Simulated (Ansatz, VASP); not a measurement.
## CsH: VASP beside Ansatz

```xyz
2
Lattice="0.0000 3.3655 2.8606 3.3655 0.0000 2.8606 3.3655 3.3655 0.0000" Properties=species:S:1:pos:R:3 pbc="T T T"
Cs    0.0000    0.0000    0.0000
H     3.3655    3.3655    2.8606
```

Alike in both runs: task single point; functional LDA; k mesh 8 × 8 × 8; occupations gaussian, width 0.05 eV; no spin polarisation.

```csv
,VASP,Ansatz
version,VASP 6.6.1,Ansatz 0.2.0
potentials or method,"VASP PAW LDA potentials, release 64 (Cs_sv, H), cutoff 520 eV","scalar-relativistic, plane waves, PAW"
valence electrons in the cell,10,10
```

Ansatz gave:

```
gap on the k mesh at the Fermi level (eV)                     : 1.81
least direct gap on the mesh (eV)                             : 1.81
pressure (GPa)                                                : -0.6
traceless stress, the component that is largest in VASP (GPa) : 2.71
```

Estimate VASP's values.

gap on the k mesh at the Fermi level (eV): 1.79; least direct gap on the mesh (eV): 1.79; pressure (GPa): -0.5; traceless stress, the component that is largest in VASP (GPa): 2.78.

LDA's correlation is that of Perdew and Zunger in VASP and of Perdew and Wang (1992) in Ansatz.

Neither program's run includes spin-orbit coupling.
